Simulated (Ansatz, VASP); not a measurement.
One calculation of Sb, two programs

INCAR

```
SYSTEM = Sb
PREC     = Accurate       ! precision mode
ENCUT    = 520            ! plane-wave cutoff, eV
EDIFF    = 1E-6           ! SCF threshold, eV
ISMEAR   = -1             ! smearing method
SIGMA    = 0.08           ! smearing width, eV
LREAL    = .FALSE.        ! projectors in reciprocal space
LASPH    = .TRUE.         ! aspherical terms in the spheres
NELM     = 60             ! most SCF steps
ALGO     = Normal         ! electronic algorithm
ISIF     = 2              ! what is computed and relaxed
LWAVE    = .FALSE.        ! write WAVECAR
LCHARG   = .FALSE.        ! write CHGCAR
GGA      = CA             ! functional
NBANDS   = 8              ! bands
```

File KPOINTS:

```
Automatic mesh
0
G
  14 14 14
  0 0 0
```

POSCAR

```
Sb
1.0
   -1.4904551502      1.4904551502      1.4904551502
    1.4904551502     -1.4904551502      1.4904551502
    1.4904551502      1.4904551502     -1.4904551502
Sb
1
Direct
    0.0000000000      0.0000000000      0.0000000000
```

Input for Ansatz:

```yaml
crystal:
  lattice:
    - [-1.4904551502, 1.4904551502, 1.4904551502]
    - [1.4904551502, -1.4904551502, 1.4904551502]
    - [1.4904551502, 1.4904551502, -1.4904551502]
  atoms:
    - { symbol: Sb, position: [0.0, 0.0, 0.0] }
kpoints:
  mp_grid: { grid: [14, 14, 14] }
scf:
  occupations: { method: fermi_dirac, width: 0.08 }
hamiltonian:
  xc: lda
  pseudopotentials: { kind: all_electron, lapw: { basis_error: 0.001 } }
output:
  forces: true
  stress: true
  eigenvalues: true
  populations: true
```

Change from the starting cell: volume scaled by 0.52, LAPW.

Alike in both runs: task single point; functional LDA; k mesh 14 × 14 × 14; occupations fermi-dirac, width 0.08 eV; no spin polarisation.

|  | VASP | Ansatz |
| --- | --- | --- |
| version | VASP 6.6.1 | Ansatz 0.2.0 |
| potentials or method | VASP PAW LDA potentials, release 64 (Sb), cutoff 520 eV | all-electron LAPW, scalar-relativistic |

|  | VASP | Ansatz | Ansatz less VASP |
| --- | --- | --- | --- |
| pressure (GPa) | 220.0 | 211.2 | -8.82 |

LDA's correlation is that of Perdew and Zunger in VASP and of Perdew and Wang (1992) in Ansatz. Both programs put the cell under a high pressure, so it lies far from rest at this level. Ansatz ran all-electron here, and VASP with PAW potentials.

Neither program's run includes spin-orbit coupling. Noted on VASP's run: the cell as given lies far from equilibrium.
